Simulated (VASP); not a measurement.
# TaSi2 (P1) in VASP: relaxation of cell and atoms with PBE

Aim: the relaxation of cell and atoms of TaSi2 with PBE.

Program: VASP 6.6.1. These are calculated values, not measurements. Logs are shortened: lines on timing, memory, paths and dates and some standing lists are left out, and cuts for length are marked.

## Step 1: The cell of the first run

The typed cell holds 6 atoms: a = 2.953 Å, b = 5.217 Å, c = 6.303 Å, α = 89.30°, β = 88.25°, γ = 90.10°.

## Step 2: Relaxation of cell and atoms, PBE

INCAR reads:

```
  PREC = Accurate
  ENCUT = 600
  EDIFF = 1E-6
  ISMEAR = 0
  SIGMA = 0.2
  LREAL = F
  LASPH = T
  NELM = 60
  ALGO = Normal
  ISIF = 3
  LWAVE = F
  LCHARG = F
  GGA = PE
  IBRION = 2
  NSW = 80
  EDIFFG = -0.025
```

KPOINTS reads:

```
regular mesh
0
Gamma
  8 4 4
```

POSCAR reads:

```
TaSi2
1.0
    2.9522725213     -0.0027892883      0.0452350966
   -0.0048311890      5.2165432578      0.0317260827
    0.0960780993      0.0389049360      6.3017007827
Ta Si
2 4
Direct
    0.4991002398      0.1816098517      0.4937512298
   -0.0004145358      0.6692235079      0.5080601061
   -0.0287272294      0.3146410557      0.1908004301
    0.5234326439      0.8383072125      0.1825431207
   -0.0002079570      0.3255834325      0.8076701307
    0.5068168386      0.8373016063      0.8171749826
```

Potentials or basis: VASP PAW PBE potentials, release 64 (Ta_pv, Si).

Command:

```
$ cat potpaw_PBE.64/Ta_pv/POTCAR potpaw_PBE.64/Si/POTCAR > POTCAR
$ mpirun -np 1 vasp_std > vasp.out
```

OUTCAR:

```text
PREC = Accurate
   ENCUT = 600
   EDIFF = 1E-6
   ISMEAR = 0
   LREAL = F
   LASPH = T
   NELM = 60
   ISIF = 3
   GGA = PE
   IBRION = 2
   NSW = 80
   EDIFFG = -0.025

 ion  position               nearest neighbor table
   1  0.499  0.182  0.494-   3 2.42   5 2.55   3 2.59   5 2.62   4 2.67   6 2.70   2 2.94   2 2.94
                             2 3.05   2 3.06
   2  1.000  0.669  0.508-   6 2.56   5 2.59   6 2.65   4 2.66   4 2.67   3 2.74   1 2.94   1 2.94
                             1 3.05   1 3.06
   3  0.971  0.315  0.191-   5 2.41   1 2.42   1 2.59   2 2.74   4 2.81   4 2.97   4 3.04
   4  0.523  0.838  0.183-   6 2.30   2 2.66   2 2.67   1 2.67   3 2.81   3 2.97   3 3.04
   5  1.000  0.326  0.808-   3 2.41   1 2.55   2 2.59   1 2.62   6 2.93   6 2.96   6 3.04   6 3.06

   6  0.507  0.837  0.817-   4 2.30   2 2.56   2 2.65   1 2.70   5 2.93   5 2.96   5 3.04   5 3.06

  LATTYP: Found a triclinic cell.
 ALAT       =     6.8777138546
 B/A-ratio  =     0.4293025895
 C/A-ratio  =     0.7584848804
 COS(alpha) =     0.0017774926
 COS(beta)  =     0.0119790638
 COS(gamma) =     0.4013028616

  Lattice vectors:

 A1 = (   2.8561944220,  -0.0416942243,  -6.2564656861)
 A2 = (   2.9522725213,  -0.0027892883,   0.0452350966)
 A3 = (   0.0048311890,  -5.2165432578,  -0.0317260827)

Analysis of symmetry for initial positions (statically):
=====================================================================
 Subroutine PRICEL returns:
 Original cell was already a primitive cell.

 Routine SETGRP: Setting up the symmetry group for a
 triclinic supercell.

 Subroutine GETGRP returns: Found  1 space group operations
 (whereof  1 operations were pure point group operations)
 out of a pool of  2 trial point group operations.

The static configuration has the point symmetry C_1 .

Analysis of symmetry for dynamics (positions and initial velocities):
=====================================================================
 Subroutine PRICEL returns:
 Original cell was already a primitive cell.

 Routine SETGRP: Setting up the symmetry group for a
 triclinic supercell.

 Subroutine GETGRP returns: Found  1 space group operations
 (whereof  1 operations were pure point group operations)
 out of a pool of  2 trial point group operations.

The dynamic configuration has the point symmetry C_1 .

 Subroutine INISYM returns: Found  1 space group operations
 (whereof  1 operations are pure point group operations),
 and found     1 'primitive' translations

----------------------------------------------------------------------------------------

                                     Primitive cell

  volume of cell :      97.0239

  direct lattice vectors                    reciprocal lattice vectors
     2.952272521 -0.002789288  0.045235097     0.338801623  0.000345202 -0.005167628
    -0.004831189  5.216543258  0.031726083     0.000199303  0.191705227 -0.001186573
     0.096078099  0.038904936  6.301700783    -0.002433001 -0.000967623  0.158730387

  length of vectors
     2.952620367  5.216641970  6.302553241     0.338841206  0.191709003  0.158751981

  position of ions in fractional coordinates (direct lattice)
     0.499100240  0.181609852  0.493751230
     0.999585464  0.669223508  0.508060106
     0.971272771  0.314641056  0.190800430
     0.523432644  0.838307212  0.182543121
     0.999792043  0.325583432  0.807670131
     0.506816839  0.837301606  0.817174983

  ion indices of the primitive-cell ions
   primitive index   ion index
                 1           1
                 2           2
                 3           3
                 4           4
                 5           5
                 6           6

----------------------------------------------------------------------------------------

 KPOINTS: regular mesh

Automatic generation of k-mesh.
 Grid dimensions read from file:
 generate k-points for:    8    4    4

 Generating k-lattice:

  Cartesian coordinates                     Fractional coordinates (reciprocal lattice)
     0.042350203  0.000043150 -0.000645954     0.125000000 -0.000000000  0.000000000
     0.000049826  0.047926307 -0.000296643    -0.000000000  0.250000000  0.000000000
    -0.000608250 -0.000241906  0.039682597     0.000000000  0.000000000  0.250000000

  Length of vectors
     0.042355151  0.047927251  0.039687995

  Shift w.r.t. Gamma in fractional coordinates (k-lattice)
     0.000000000  0.000000000  0.000000000

 Subroutine IBZKPT returns following result:
 ===========================================

 Found     68 irreducible k-points:

 Following reciprocal coordinates:
            Coordinates               Weight
  0.000000  0.000000  0.000000      1.000000
  0.125000 -0.000000 -0.000000      2.000000
  0.250000 -0.000000 -0.000000      2.000000
  0.375000  0.000000 -0.000000      2.000000
  0.500000 -0.000000 -0.000000      1.000000
 -0.000000  0.250000 -0.000000      2.000000
[... 16 lines left out ...]
  0.500000  0.000000  0.250000      2.000000
 -0.375000  0.000000  0.250000      2.000000
 [... further k-points ...]
   k-points           NKPTS =     68   k-points in BZ     NKDIM =     68   number of bands    NBANDS=     23
   number of dos      NEDOS =    301   number of ions     NIONS =      6
   total plane-waves  NPLWV =  50400
   dimension x,y,z NGX =    24 NGY =   42 NGZ =   50
   dimension x,y,z NGXF=    48 NGYF=   84 NGZF=  100
   ions per type =               2   4
   NGX,Y,Z   is equivalent  to a cutoff of  13.51, 13.38, 13.19 a.u.
   NGXF,Y,Z  is equivalent  to a cutoff of  27.03, 26.77, 26.38 a.u.
 SYSTEM =  unknown system
   PREC   = accura    normal or accurate (medium, high low for compatibility)
   ISTART =      0    job   : 0-new  1-cont  2-samecut
   ICHARG =      2    charge: 1-file 2-atom 10-const
   ISPIN  =      1    spin polarized calculation?
   LNONCOLLINEAR =      F non collinear calculations
   LSORBIT =      F    spin-orbit coupling
   LASPH  =      T    aspherical Exc in radial PAW
   ENCUT  =  600.0 eV  44.10 Ry    6.64 a.u.   5.90 10.42 12.59*2*pi/ulx,y,z
   NELM   =     60;   NELMIN=  2; NELMDL= -5     # of ELM steps
   EDIFF  = 0.1E-05   stopping-criterion for ELM
   LREAL  =      F    real-space projection
   EDIFFG = -.3E-01   stopping-criterion for IOM
   NSW    =     80    number of steps for IOM
   IBRION =      2    ionic relax: 0-MD 1-quasi-New 2-CG
   NFREE  =      1    steps in history (QN), initial steepest desc. (CG)
   ISIF   =      3    stress and relaxation
   ISYM   =      2    0-nonsym 1-usesym 2-fastsym
   POTIM  = 0.5000    time-step for ionic-motion
   TEBEG  =    0.0;   TEEND  =   0.0 temperature during run
   PSTRESS=    0.0 pullay stress
   NELECT =      38.0000    total number of electrons
   NUPDOWN=      -1.0000    fix difference up-down
   EMIN   =  10.00;   EMAX   =-10.00  energy-range for DOS
   EFERMI =   0.00;   METHOD = LEGACY
   ISMEAR =     0;   SIGMA  =   0.20  broadening in eV -4-tet -1-fermi 0-gaus
   EFERMI_NEDOS =   21; number of points for ismear=-14 and -15
   IALGO  =     38    algorithm
   IMIX   =      4    mixing-type and parameters
     AMIX     =   0.40;   BMIX     =  1.00
     AMIX_MAG =   1.60;   BMIX_MAG =  1.00
  volume/ion in A,a.u.               =      16.17       109.12
  Fermi-wavevector in a.u.,A,eV,Ry     =   1.197778  2.263473 19.519908  1.434673
  Thomas-Fermi vector in A             =   2.333684
   LORBIT       =      0    0 simple, 1 ext, 2 COOP (PROOUT), +10 PAW based schemes
   GGA     = PE    functional components
   LHFCALC =     F    Hartree Fock is set to
   AEXX    =    0.0000 exact exchange contribution
   IVDW    =     0    specifies the selected vdW correction
   LEPSILON=     F    determine dielectric tensor
   LRPA    =     F    only Hartree local field effects (RPA)
 conjugate gradient relaxation of ions
 non-spin polarized calculation
 Gauss-broadening in eV      SIGMA  =   0.20
  energy-cutoff  :      600.00
  volume of cell :       97.02
 maximum number of plane-waves:      3270
   NGX = 11   NGY = 21   NGZ = 25

--------------------------------------- Ionic step        1  -------------------------------------------

 number of electron      38.0000002 magnetization

 Free energy of the ion-electron system (eV)
  ---------------------------------------------------
  ext. energy  EPLUGINS =         0.00000000
  ---------------------------------------------------
  free energy    TOTEN  =       -45.20401235 eV

  energy without entropy =      -45.14313452  energy(sigma->0) =      -45.17357343

------------------------ aborting loop because EDIFF is reached ----------------------------------------

  FORCE on cell =-STRESS in cart. coord.  units (eV):
  Direction    XX          YY          ZZ          XY          YZ          ZX
  --------------------------------------------------------------------------------------
  -------------------------------------------------------------------------------------
  Total        2.4296930      2.7699005      3.2883243     -0.1243735     -0.8737272     -2.8830970
  in kB       40.1220559     45.7399781     54.3008245     -2.0538074    -14.4280497    -47.6092161
  external PRESSURE =      46.7209528 kB  Pullay stress =       0.0000000 kB
[... 101 lines left out ...]
  FREE ENERGIE OF THE ION-ELECTRON SYSTEM (eV)
  ---------------------------------------------------
  free  energy   TOTEN  =       -45.4182204994 eV

  energy  without entropy=      -45.3544294525  energy(sigma->0) =      -45.38632498

[... ionic steps 4 to 18 ...]

--------------------------------------- Ionic step       19  -------------------------------------------

 number of electron      37.9999998 magnetization

------------------------ aborting loop because EDIFF is reached ----------------------------------------
[... 75 lines left out ...]
--------------------------------------- Ionic step       21  -------------------------------------------

 number of electron      37.9999998 magnetization

 Free energy of the ion-electron system (eV)
  ---------------------------------------------------
  ext. energy  EPLUGINS =         0.00000000
  ---------------------------------------------------
  free energy    TOTEN  =       -45.57324417 eV

  energy without entropy =      -45.52375027  energy(sigma->0) =      -45.54849722

 E-fermi :   7.8628     XC(G=0): -11.3980

 val. band max:        7.8603186825   @ k =  -0.1250   0.2500   0.0000
 cond. band min:       7.8680639623   @ k =   0.1250   0.5000   0.5000
 fundamental gap:      0.0077452798
 Fermi energy:         7.8627841248

 k-point     1 :       0.0000    0.0000    0.0000
  band No.  band energies     occupation
      1     -26.8390      2.00000
      2     -26.5682      2.00000
      3     -26.4435      2.00000
      4     -26.1660      2.00000
      5     -26.1307      2.00000
      6     -25.9899      2.00000
[... 613 lines left out ...]
     22       8.8582      0.00000
     23       9.6200      0.00000

 [... further k-points ...]

------------------------ aborting loop because EDIFF is reached ----------------------------------------

  FORCE on cell =-STRESS in cart. coord.  units (eV):
  Direction    XX          YY          ZZ          XY          YZ          ZX
  --------------------------------------------------------------------------------------
  -------------------------------------------------------------------------------------
  Total       -0.0238743     -0.0054886     -0.0226397     -0.0017613     -0.0215427      0.0114028
  in kB       -0.3864982     -0.0888548     -0.3665112     -0.0285134     -0.3487520      0.1845990
  external PRESSURE =      -0.2806214 kB  Pullay stress =       0.0000000 kB
[... 21 lines left out ...]
  FREE ENERGIE OF THE ION-ELECTRON SYSTEM (eV)
  ---------------------------------------------------
  free  energy   TOTEN  =       -45.5732441656 eV

  energy  without entropy=      -45.5237502700  energy(sigma->0) =      -45.54849722

 reached required accuracy - stopping structural energy minimisation
```

It took 11 min on 1 thread of Intel Xeon 6975P-C (Granite Rapids), shared host; peak memory 0.34 GiB.

Results:

```
Free energy                           : -45.5732 eV
Relaxed volume                        : 16.49 Å³/atom
Relaxed cell                          : a = 2.951 Å, b = 5.332 Å, c = 6.314 Å, α = 90.00°, β = 90.00°, γ = 95.16°
Space group after relaxing (to 0.1 Å) : Amm2 (No. 38)
Energy gained by relaxing             : 61.5 meV/atom
Ionic steps                           : 21
Pressure after relaxing               : 0.0 GPa
Largest force after relaxing          : 0.023 eV/Å
Band gap on the k mesh                : zero (bands 19 and 20 overlap by 2.77 eV)
```

Forces on the atoms (eV/Å):
```
Ta   0.008 -0.004 -0.004
Ta  -0.004  0.000 -0.008
Si   0.015  0.003  0.005
Si  -0.021  0.006 -0.002
Si   0.007 -0.003  0.009
Si  -0.004 -0.003  0.000
```

The path:
```
step  energy change (eV)  largest force (eV/Å)  pressure (GPa)  volume (Å³)
   1              0.0000                1.9845            4.67        97.02
   2             -0.0897                0.9391           -7.14       103.74
   3             -0.2142                0.4039           -2.70       100.66
   4             -0.2437                0.4894            1.85        97.91
   5             -0.2509                0.3952            0.38        98.73
   6             -0.2739                0.2693            0.49        98.59
   7             -0.3044                0.6714            1.01        98.18
   8             -0.3135                0.7043            0.77        98.34
   9             -0.3233                0.7947            0.13        98.78
  10             -0.3349                0.6138            0.04        98.83
  11             -0.3512                0.2387           -0.13        98.99
  12             -0.3513                0.2644           -0.14        99.01
  13             -0.3560                0.2040           -0.05        98.95
  14             -0.3628                0.2078            0.26        98.77
  15             -0.3664                0.1209           -0.08        98.97
  16             -0.3679                0.0585           -0.49        99.21
  17             -0.3687                0.0618            0.27        98.78
  18             -0.3688                0.0447            0.05        98.91
  19             -0.3691                0.0305            0.03        98.93
  20             -0.3691                0.0259            0.02        98.94
  21             -0.3692                0.0225           -0.03        98.97
```

Final structure:
```
Ta Si
1.0
     2.94836   -0.13196   -0.00005
    -0.24165    5.32693    0.00016
     0.00058    0.00028    6.31421
Ta Si
2 4
Direct
  0.48227 0.16337 0.50002
  0.98986 0.66352 0.50008
  0.99681 0.33472 0.18454
  0.51755 0.83479 0.18516
  0.99877 0.33513 0.81521
  0.51474 0.83514 0.81499
```

Caveat: spin-orbit coupling is left out, which moves the levels of the heavy elements.
